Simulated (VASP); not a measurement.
Crystal: Ti4RuC.

```xyz
6
Lattice="2.9000 0.0000 0.0000 -1.4500 2.5115 0.0000 0.0000 0.0000 10.8700" Properties=species:S:1:pos:R:3 pbc="T T T"
Ti    0.0000    1.6743    6.6524
Ti    1.4500    0.8372    4.2176
Ti    0.0000    1.6743    2.1197
Ti    1.4500    0.8372    8.7503
Ru    0.0000    0.0000    0.0000
C     0.0000    0.0000    5.4350
```

| Item | Value |
| --- | --- |
| Program | VASP 6.6.1 |
| Task | relaxation of cell and atoms |
| Functional | PBE |
| Potentials or basis | VASP PAW PBE potentials, release 64 (Ti_sv, Ru_pv, C) |
| Cutoff | 600 eV |
| k mesh | 6 × 6 × 2 |
| Occupations | gaussian, width 0.2 eV |
| Spin | no spin polarisation |

At the start: pressure 15.0 GPa; volume 13.19 Å³/atom.

Question: How do energy, volume and symmetry change on relaxing?

Answer: Over 10 steps the energy falls by 149.2 meV/atom and the volume is 14.68 Å³/atom (+11.2 %); space group P-3m1 (No. 164, to 0.1 Å) before and after.

The path:
```tsv
step	energy change (eV)	largest force (eV/Å)	pressure (GPa)	volume (Å³)
1	0.0000	1.9527	15.01	79.17
2	-0.3398	1.3056	-11.94	94.20
3	-0.5176	1.4558	-3.76	88.22
4	-0.7523	0.9043	-0.36	87.62
5	-0.7899	1.0874	2.55	87.22
6	-0.8649	0.4732	-1.16	89.82
7	-0.8682	0.5658	-0.67	89.40
8	-0.8907	0.1673	-0.14	88.45
9	-0.8926	0.0051	0.09	88.08
10	-0.8951	0.0098	0.00	88.08
```

Final structure:
```
Ti Ru C
1.0
     3.02746    0.00000    0.00000
    -1.51373    2.62186    0.00000
     0.00000    0.00000   11.09598
Ti Ru C
4 1 1
Direct
  0.33333 0.66667 0.60799
  0.66667 0.33333 0.39201
  0.33333 0.66667 0.17057
  0.66667 0.33333 0.82943
  0.00000 0.00000 0.00000
  0.00000 0.00000 0.50000
```

Caveat: the k points lie up to 0.40 Å⁻¹ apart in the final cell, too coarse for converged energies and pressures of a metal.
